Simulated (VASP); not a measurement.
**Pb2S2Br: single point with BLYP**

Pb2S2Br:

```
Pb S Br
1.0
     0.00000    4.29647    0.00000
     4.29647    0.00000    0.00000
     2.14824    2.14824   -7.14247
Pb S Br
2 2 1
Direct
  0.15000 0.15000 0.70000
  0.85000 0.85000 0.30000
  0.75000 0.25000 0.50000
  0.25000 0.75000 0.50000
  0.50000 0.50000 0.00000
```

- Program: VASP 6.6.1
- Task: single point
- Functional: BLYP
- Potentials or basis: VASP PAW PBE potentials, release 64 (Pb_d, S, Br)
- Cutoff: 520 eV
- k mesh: 5 × 5 × 5
- Occupations: methfessel-paxton, width 0.028 eV
- Spin: no spin polarisation
- Dipole correction: no
- Further INCAR settings: ALGO = Normal; EDIFF = 1e-07; NBANDS = 32

```json
{
  "Pressure": "17.7 GPa",
  "Largest force": "3.843 eV/Å",
  "Band gap on the k mesh": "zero (an odd number of electrons rules out a gap without spin polarisation)"
}
```

Forces on the atoms (eV/Å):
```
Pb   0.000  0.000 -3.843
Pb   0.000  0.000  3.843
S    0.000  0.000  0.000
S    0.000  0.000  0.000
Br   0.000  0.000  0.000
```

Stress tensor (GPa, compression positive):
```
19.84  0.00  0.00
 0.00 19.84  0.00
 0.00  0.00 13.44
```

Levels at points of the mesh, in eV from the Fermi level:
```csv
k point,band 19,band 20,band 21,band 22,band 23,band 24,band 25,band 26,band 27,band 28
"(0.00, 0.00, 0.00)",-1.13,-1.08,-1.08,-0.47,-0.47,-0.07,2.69,3.04,3.69,3.69
```

Run time: 64 s on 1 thread of Intel(R) Xeon(R) 6975P-C (Granite Rapids) (shared host), peak memory 0.27 GiB.

Caveat: the cell stands under pressure; the PAW data sets were made with another functional, which shifts forces and pressure a little; spin-orbit coupling is left out, which moves the levels of the heavy elements; an odd number of electrons without spin polarisation forces a metal; a magnetic or distorted state may lie lower.
